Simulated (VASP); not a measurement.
A run of VASP 6.6.1 is set up as follows.

INCAR

```
ALGO = Normal ; EDIFF = 1E-6
ENCUT = 520 ; ISIF = 2
ISMEAR = -1 ; ISPIN = 2
LASPH = T ; LCHARG = F
LMAXMIX = 4 ; LORBIT = 11
LREAL = F ; LWAVE = F
MAGMOM = 2 0 ; NBANDS = 18
NELM = 150 ; PREC = Accurate
SIGMA = 0.05
```

The input KPOINTS:

```
k-points
0
Gamma
  11 11 11
```

POSCAR

```
CoO
1.0
    1.4950628937      0.8631749641      2.1699075367
   -1.4950628937      0.8631749641      2.1699075367
    0.0000000000     -1.7263499283      2.1699075367
Co O
1 1
Direct
    0.0000000000      0.0000000000      0.0000000000
    0.5000000000      0.5000000000      0.5000000000
```

Potentials or basis: VASP PAW LDA potentials, release 64 (Co, O).

Command:

```sh
$ cat potpaw_LDA.64/Co/POTCAR potpaw_LDA.64/O/POTCAR > POTCAR
$ mpirun -np 1 vasp_std > vasp.out
```

Question: Predict the site moments.

Answer: Co +1.81; O +0.17 μB.

Question: Predict the net moment.

Answer: 2.02 μB per cell.

Question: Estimate the pressure.

Answer: -1.7 GPa.

Stress tensor (GPa, compression positive):
```
-1.85  0.00  0.00
 0.00 -1.85  0.00
 0.00  0.00 -1.39
```

Caveat: a cell with one magnetic atom can't hold antiferromagnetic order, which such compounds often take.
